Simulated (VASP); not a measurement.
# SrTiO3 (Pm-3m) in VASP: a series of runs

Runs on SrTiO3. Level: LDA. Tasks: single point.

All numbers are computed with VASP 6.6.1; they aren't measurements. Logs are shortened: lines on timing, memory, paths and dates and some standing lists are left out, and cuts for length are marked.

### Step 1. The cell of the first run

The structure is cubic, space group Pm-3m (No. 221). The conventional cell has a = 3.813 Å, b = 3.813 Å, c = 3.813 Å, α = 90.00°, β = 90.00°, γ = 90.00°. Sr (site symmetry m-3m) has 12 O at 2.70 Å and 8 Ti at 3.30 Å within 3.6 Å. Within 2.5 Å of Ti (site symmetry m-3m) lie 6 O at 1.91 Å. Within 2.5 Å of O (site symmetry 4/mmm) lie 2 Ti at 1.91 Å.

### Step 2. Single point, LDA

File INCAR:

```
SYSTEM = SrTiO3
PREC = Accurate
ENCUT = 910
EDIFF = 1E-6
ISMEAR = 0
SIGMA = 0.01
LREAL = .False.
LASPH = .True.
NELM = 120
ALGO = Normal
ISIF = 2
LWAVE = .False.
LCHARG = .True.
GGA = CA
LELF = .True.
LVHAR = .True.
NBANDS = 28
GGA_COMPAT = .False.
```

File KPOINTS:

```
regular mesh
0
Gamma
  6 6 6
  0 0 0
```

File POSCAR:

```
SrTiO3
1.0
    3.8129231041      0.0000000000      0.0000000000
    0.0000000000      3.8129231041      0.0000000000
    0.0000000000      0.0000000000      3.8129231041
Sr Ti O
1 1 3
Direct
    0.5000000000      0.5000000000      0.5000000000
    0.0000000000      0.0000000000      0.0000000000
    0.5000000000      0.0000000000      0.0000000000
    0.0000000000      0.5000000000      0.0000000000
    0.0000000000      0.0000000000      0.5000000000
```

Potentials or basis: VASP PAW LDA potentials, release 64 (Sr_sv, Ti_sv, O_h).

Command:

```bash
> cat potpaw_LDA.64/Sr_sv/POTCAR potpaw_LDA.64/Ti_sv/POTCAR potpaw_LDA.64/O_h/POTCAR > POTCAR
> mpirun -np 1 vasp_std > vasp.out
```

OUTCAR:

```text
SYSTEM = SrTiO3
   PREC = Accurate
   ENCUT = 910
   EDIFF = 1E-6
   ISMEAR = 0
   LREAL = .False.
   LASPH = .True.
   NELM = 120
   ISIF = 2
   GGA = CA

 ion  position               nearest neighbor table
   1  0.500  0.500  0.500-   3 2.70   4 2.70   5 2.70   3 2.70   4 2.70   3 2.70   5 2.70   3 2.70
                             4 2.70   5 2.70   4 2.70   5 2.70   2 3.30   2 3.30   2 3.30   2 3.30
   2  0.000  0.000  0.000-   3 1.91   4 1.91   5 1.91   5 1.91   4 1.91   3 1.91   1 3.30   1 3.30
                             1 3.30   1 3.30   1 3.30   1 3.30   1 3.30   1 3.30
   3  0.500  0.000  0.000-   2 1.91   2 1.91   1 2.70   1 2.70   1 2.70   1 2.70
   4  0.000  0.500  0.000-   2 1.91   2 1.91   1 2.70   1 2.70   1 2.70   1 2.70
   5  0.000  0.000  0.500-   2 1.91   2 1.91   1 2.70   1 2.70   1 2.70   1 2.70

  LATTYP: Found a simple cubic cell.
 ALAT       =     3.8129231041

  Lattice vectors:

 A1 = (   3.8129231041,   0.0000000000,   0.0000000000)
 A2 = (   0.0000000000,   3.8129231041,   0.0000000000)
 A3 = (   0.0000000000,   0.0000000000,   3.8129231041)

Analysis of symmetry for initial positions (statically):
=====================================================================
 Subroutine PRICEL returns:
 Original cell was already a primitive cell.

 Routine SETGRP: Setting up the symmetry group for a
 simple cubic supercell.

 Subroutine GETGRP returns: Found 48 space group operations
 (whereof 48 operations were pure point group operations)
 out of a pool of 48 trial point group operations.

The static configuration has the point symmetry O_h .

Analysis of symmetry for dynamics (positions and initial velocities):
=====================================================================
 Subroutine PRICEL returns:
 Original cell was already a primitive cell.

 Routine SETGRP: Setting up the symmetry group for a
 simple cubic supercell.

 Subroutine GETGRP returns: Found 48 space group operations
 (whereof 48 operations were pure point group operations)
 out of a pool of 48 trial point group operations.

The dynamic configuration has the point symmetry O_h .

 Subroutine INISYM returns: Found 48 space group operations
 (whereof 48 operations are pure point group operations),
 and found     1 'primitive' translations

----------------------------------------------------------------------------------------

                                     Primitive cell

  volume of cell :      55.4337

  direct lattice vectors                    reciprocal lattice vectors
     3.812923104  0.000000000  0.000000000     0.262265976  0.000000000  0.000000000
     0.000000000  3.812923104  0.000000000     0.000000000  0.262265976  0.000000000
     0.000000000  0.000000000  3.812923104     0.000000000  0.000000000  0.262265976

  length of vectors
     3.812923104  3.812923104  3.812923104     0.262265976  0.262265976  0.262265976

  position of ions in fractional coordinates (direct lattice)
     0.500000000  0.500000000  0.500000000
     0.000000000  0.000000000  0.000000000
     0.500000000  0.000000000  0.000000000
     0.000000000  0.500000000  0.000000000
     0.000000000  0.000000000  0.500000000

  ion indices of the primitive-cell ions
   primitive index   ion index
                 1           1
                 2           2
                 3           3
                 4           4
                 5           5

----------------------------------------------------------------------------------------

 KPOINTS: regular mesh

Automatic generation of k-mesh.
 Grid dimensions read from file:
 generate k-points for:    6    6    6

 Generating k-lattice:

  Cartesian coordinates                     Fractional coordinates (reciprocal lattice)
     0.043710996  0.000000000  0.000000000     0.166666667  0.000000000  0.000000000
     0.000000000  0.043710996  0.000000000     0.000000000  0.166666667  0.000000000
     0.000000000  0.000000000  0.043710996     0.000000000  0.000000000  0.166666667

  Length of vectors
     0.043710996  0.043710996  0.043710996

  Shift w.r.t. Gamma in fractional coordinates (k-lattice)
     0.000000000  0.000000000  0.000000000

 Subroutine IBZKPT returns following result:
 ===========================================

 Found     20 irreducible k-points:

 Following reciprocal coordinates:
            Coordinates               Weight
  0.000000  0.000000  0.000000      1.000000
  0.166667  0.000000  0.000000      6.000000
  0.333333  0.000000  0.000000      6.000000
  0.500000  0.000000  0.000000      3.000000
  0.166667  0.166667  0.000000     12.000000
  0.333333  0.166667  0.000000     24.000000
[... 12 lines left out ...]
  0.500000  0.500000  0.333333      6.000000
  0.500000  0.500000  0.500000      1.000000
   k-points           NKPTS =     20   k-points in BZ     NKDIM =     20   number of bands    NBANDS=     28
   number of dos      NEDOS =    301   number of ions     NIONS =      5
   total plane-waves  NPLWV =  64000
   dimension x,y,z NGX =    40 NGY =   40 NGZ =   40
   dimension x,y,z NGXF=    80 NGYF=   80 NGZF=   80
   ions per type =               1   1   3
   NGX,Y,Z   is equivalent  to a cutoff of  17.44, 17.44, 17.44 a.u.
   NGXF,Y,Z  is equivalent  to a cutoff of  34.88, 34.88, 34.88 a.u.
 SYSTEM =  SrTiO3
   PREC   = accura    normal or accurate (medium, high low for compatibility)
   ISTART =      0    job   : 0-new  1-cont  2-samecut
   ICHARG =      2    charge: 1-file 2-atom 10-const
   ISPIN  =      1    spin polarized calculation?
   LNONCOLLINEAR =      F non collinear calculations
   LSORBIT =      F    spin-orbit coupling
   LASPH  =      T    aspherical Exc in radial PAW
   ENCUT  =  910.0 eV  66.88 Ry    8.18 a.u.   9.38  9.38  9.38*2*pi/ulx,y,z
   NELM   =    120;   NELMIN=  2; NELMDL= -5     # of ELM steps
   EDIFF  = 0.1E-05   stopping-criterion for ELM
   LREAL  =      F    real-space projection
   EDIFFG = 0.1E-04   stopping-criterion for IOM
   NSW    =      0    number of steps for IOM
   IBRION =     -1    ionic relax: 0-MD 1-quasi-New 2-CG
   NFREE  =      0    steps in history (QN), initial steepest desc. (CG)
   ISIF   =      2    stress and relaxation
   ISYM   =      2    0-nonsym 1-usesym 2-fastsym
   POTIM  = 0.5000    time-step for ionic-motion
   TEBEG  =    0.0;   TEEND  =   0.0 temperature during run
   PSTRESS=    0.0 pullay stress
   NELECT =      40.0000    total number of electrons
   NUPDOWN=      -1.0000    fix difference up-down
   EMIN   =  10.00;   EMAX   =-10.00  energy-range for DOS
   EFERMI =   0.00;   METHOD = LEGACY
   ISMEAR =     0;   SIGMA  =   0.01  broadening in eV -4-tet -1-fermi 0-gaus
   EFERMI_NEDOS =   21; number of points for ismear=-14 and -15
   IALGO  =     38    algorithm
   IMIX   =      4    mixing-type and parameters
     AMIX     =   0.40;   BMIX     =  1.00
     AMIX_MAG =   1.60;   BMIX_MAG =  1.00
  volume/ion in A,a.u.               =      11.09        74.82
  Fermi-wavevector in a.u.,A,eV,Ry     =   1.468374  2.774825 29.335836  2.156123
  Thomas-Fermi vector in A             =   2.583880
   LORBIT       =      0    0 simple, 1 ext, 2 COOP (PROOUT), +10 PAW based schemes
   GGA     = CA    functional components
   LHFCALC =     F    Hartree Fock is set to
   AEXX    =    0.0000 exact exchange contribution
   IVDW    =     0    specifies the selected vdW correction
   LEPSILON=     F    determine dielectric tensor
   LRPA    =     F    only Hartree local field effects (RPA)
 non-spin polarized calculation
 Gauss-broadening in eV      SIGMA  =   0.01
  energy-cutoff  :      910.00
  volume of cell :       55.43
 maximum number of plane-waves:      3483
 NGX is ok and might be reduce to    40
   NGX = 19   NGY = 19   NGZ = 19

 number of electron      40.0000003 magnetization

 Free energy of the ion-electron system (eV)
  ---------------------------------------------------
  ext. energy  EPLUGINS =         0.00000000
  ---------------------------------------------------
  free energy    TOTEN  =       -44.14825568 eV

  energy without entropy =      -44.14825568  energy(sigma->0) =      -44.14825568

 E-fermi :   5.0318     XC(G=0): -12.1770

 val. band max:        4.9114141366   @ k =   0.5000   0.5000   0.5000
 cond. band min:       6.7830938040   @ k =   0.0000   0.0000   0.0000
 fundamental gap:      1.8716796674
 Fermi energy:         5.0317857760

 k-point     1 :       0.0000    0.0000    0.0000
  band No.  band energies     occupation
      1     -50.5219      2.00000
      2     -27.3781      2.00000
      3     -27.2280      2.00000
      4     -27.2280      2.00000
      5     -27.2280      2.00000
      6     -12.4786      2.00000
[... 20 lines left out ...]
     27      10.2505      0.00000
     28      11.5727      0.00000

 k-point     2 :       0.1667    0.0000    0.0000
  band No.  band energies     occupation
      1     -50.5213      2.00000
      2     -27.4113      2.00000
      3     -27.2268      2.00000
      4     -27.2268      2.00000
      5     -27.2112      2.00000
      6     -12.5185      2.00000
[... 20 lines left out ...]
     27      10.8226      0.00000
     28      12.2442      0.00000

 k-point     3 :       0.3333    0.0000    0.0000
  band No.  band energies     occupation
      1     -50.5201      2.00000
      2     -27.4701      2.00000
      3     -27.2245      2.00000
      4     -27.2245      2.00000
      5     -27.1845      2.00000
      6     -12.7054      2.00000
[... 20 lines left out ...]
     27      11.9549      0.00000
     28      13.1891      0.00000

 k-point     4 :       0.5000    0.0000    0.0000
  band No.  band energies     occupation
      1     -50.5195      2.00000
      2     -27.4975      2.00000
      3     -27.2233      2.00000
      4     -27.2233      2.00000
      5     -27.1727      2.00000
      6     -12.8169      2.00000
[... 454 lines left out ...]
     27      13.2892      0.00000
     28      13.8310      0.00000

 k-point    19 :       0.5000    0.5000    0.3333
  band No.  band energies     occupation
      1     -50.5154      2.00000
      2     -27.3225      2.00000
      3     -27.3225      2.00000
      4     -27.2958      2.00000
      5     -27.2925      2.00000
      6     -11.1263      2.00000
[... 20 lines left out ...]
     27      13.5173      0.00000
     28      14.1653      0.00000

 k-point    20 :       0.5000    0.5000    0.5000
  band No.  band energies     occupation
      1     -50.5148      2.00000
      2     -27.3210      2.00000
      3     -27.3210      2.00000
      4     -27.3210      2.00000
      5     -27.2855      2.00000
      6     -10.8815      2.00000
[... 20 lines left out ...]
     27      14.1655      0.00000
     28      14.1655      0.00000

------------------------ aborting loop because EDIFF is reached ----------------------------------------

  FORCE on cell =-STRESS in cart. coord.  units (eV):
  Direction    XX          YY          ZZ          XY          YZ          ZX
  --------------------------------------------------------------------------------------
  -------------------------------------------------------------------------------------
  Total        2.7255580      2.7255580      2.7255580      0.0000000      0.0000000     -0.0000000
  in kB       78.7756286     78.7756286     78.7756286      0.0000000      0.0000000     -0.0000000
  external PRESSURE =      78.7756286 kB  Pullay stress =       0.0000000 kB

 VOLUME and BASIS-vectors are now :
 -----------------------------------------------------------------------------
  energy-cutoff  :      910.00
  volume of cell :       55.43
      direct lattice vectors                 reciprocal lattice vectors
     3.812923104  0.000000000  0.000000000     0.262265976  0.000000000  0.000000000
     0.000000000  3.812923104  0.000000000     0.000000000  0.262265976  0.000000000
     0.000000000  0.000000000  3.812923104     0.000000000  0.000000000  0.262265976

 POSITION                                       TOTAL-FORCE (eV/Angst)
 -----------------------------------------------------------------------------------
      1.90646      1.90646      1.90646         0.000000      0.000000      0.000000
      0.00000      0.00000      0.00000         0.000000      0.000000      0.000000
      1.90646      0.00000      0.00000         0.000000      0.000000      0.000000
      0.00000      1.90646      0.00000         0.000000      0.000000      0.000000
      0.00000      0.00000      1.90646         0.000000      0.000000      0.000000
 -----------------------------------------------------------------------------------
    total drift:                                0.000000      0.000000     -0.000000

  FREE ENERGIE OF THE ION-ELECTRON SYSTEM (eV)
  ---------------------------------------------------
  free  energy   TOTEN  =       -44.1482556802 eV

  energy  without entropy=      -44.1482556802  energy(sigma->0) =      -44.14825568
```

Run time: 43 s. Hardware: 1 thread of Intel Xeon Platinum 8488C (Sapphire Rapids), shared host; peak memory 0.24 GiB.

What came out:

```
Free energy            : -44.1483 eV
Pressure               : 7.9 GPa
Band gap on the k mesh : 1.87 eV, indirect (least direct gap 2.17 eV)
```

Caveat: the cutoff is under 1.25 times the usual one of these potentials, so pressure, stress and relaxed cells hold a basis-set (Pulay) error. As with any semilocal functional, this LDA gap is likely too small.

### Step 3. Single point, LDA

This run uses another cell than the first one, of 11.57 Å³/atom, 1.043 times its volume.

INCAR is that of step 2.

File KPOINTS:

```
Automatic mesh
0
Gamma
  6 6 6
  0 0 0
```

POSCAR, as its differences from that of step 2:

```diff
@@ -2,5 +2,5 @@
 1.0
-    3.8129231041      0.0000000000      0.0000000000
-    0.0000000000      3.8129231041      0.0000000000
-    0.0000000000      0.0000000000      3.8129231041
+    3.8671987873      0.0000000000      0.0000000000
+    0.0000000000      3.8671987873      0.0000000000
+    0.0000000000      0.0000000000      3.8671987873
 Sr Ti O
```

Potentials or basis: VASP PAW LDA potentials, release 64 (Sr_sv, Ti_sv, O_h).

Command:

```bash
> cat potpaw_LDA.64/Sr_sv/POTCAR potpaw_LDA.64/Ti_sv/POTCAR potpaw_LDA.64/O_h/POTCAR > POTCAR
> mpirun -np 1 vasp_std > vasp.out
```

It took 60 s on 1 thread of Intel Xeon Platinum 8375C at 2.90GHz (Ice Lake), shared host; peak memory 0.25 GiB.

Results (log left out):

- Free energy: -44.2021 eV
- Pressure: -1.2 GPa
- Band gap on the k mesh: 1.80 eV, indirect (least direct gap 2.14 eV)

Levels at points of the mesh, in eV from the valence-band top:
```csv
k point,band 17,band 18,band 19,band 20,band 21,band 22,band 23,band 24
"(0.00, 0.00, 0.00)",-1.24,-0.34,-0.34,-0.34,1.80,1.80,1.80,4.54
"(0.50, 0.00, 0.00)",-2.47,-2.14,-0.73,-0.73,2.00,3.89,3.89,4.58
"(0.50, 0.50, 0.00)",-1.71,-1.61,-1.61,-0.10,3.90,3.90,4.36,5.59
"(0.50, 0.50, 0.50)",-3.86,0.00,0.00,0.00,4.62,4.62,4.62,6.96
```

Caveat: the cutoff is under 1.25 times the usual one of these potentials, so pressure, stress and relaxed cells hold a basis-set (Pulay) error. A k mesh can miss the band edges.

### Step 4. Single point, LDA

This run uses another cell than the first one, of 10.95 Å³/atom, 0.987 times its volume.

File INCAR:

```
SYSTEM = SrTiO3
PREC = Accurate ; ENCUT = 910
EDIFF = 1E-6 ; ISMEAR = 0
SIGMA = 0.01 ; LREAL = .False.
LASPH = .True. ; NELM = 120
ALGO = Normal ; ISIF = 2
LWAVE = .False. ; LCHARG = .False.
GGA = CA ; NBANDS = 28
GGA_COMPAT = .False.
```

File KPOINTS:

```
regular mesh
0
Gamma
  6 6 6
  0 0 0
```

POSCAR, as its differences from that of step 3:

```diff
@@ -2,5 +2,5 @@
 1.0
-    3.8671987873      0.0000000000      0.0000000000
-    0.0000000000      3.8671987873      0.0000000000
-    0.0000000000      0.0000000000      3.8671987873
+    3.7969539023      0.0000000000      0.0000000000
+    0.0000000000      3.7969539023      0.0000000000
+    0.0000000000      0.0000000000      3.7969539023
 Sr Ti O
```

Command:

```bash
> cat potpaw_LDA.64/Sr_sv/POTCAR potpaw_LDA.64/Ti_sv/POTCAR potpaw_LDA.64/O_h/POTCAR > POTCAR
> mpirun -np 1 vasp_std > vasp.out
```

Run time: 36 s. Hardware: 1 thread of Intel Xeon 6975P-C (Granite Rapids), shared host; peak memory 0.24 GiB.

Results (log left out):

| Item | Value |
| --- | --- |
| Free energy | -44.1055 eV |
| Pressure | 10.9 GPa |
| Band gap on the k mesh | 1.89 eV, indirect (least direct gap 2.18 eV) |

Levels at points of the mesh, in eV from the valence-band top:
```csv
k point,band 16,band 17,band 18,band 19,band 20,band 21,band 22,band 23,band 24,band 25
"(0.00, 0.00, 0.00)",-1.34,-1.34,-0.29,-0.29,-0.29,1.89,1.89,1.89,4.88,4.88
"(0.50, 0.00, 0.00)",-2.61,-2.61,-2.33,-0.71,-0.71,2.12,4.19,4.19,5.00,7.47
"(0.50, 0.50, 0.00)",-3.26,-1.66,-1.66,-1.65,-0.11,4.20,4.20,4.67,6.11,8.25
"(0.50, 0.50, 0.50)",-4.01,-4.01,0.00,0.00,0.00,4.98,4.98,4.98,7.19,7.19
```

Caveat: the cutoff is under 1.25 times the usual one of these potentials, so pressure, stress and relaxed cells hold a basis-set (Pulay) error. A k mesh can miss the band edges.

(Part 1 of 2 ends here.)
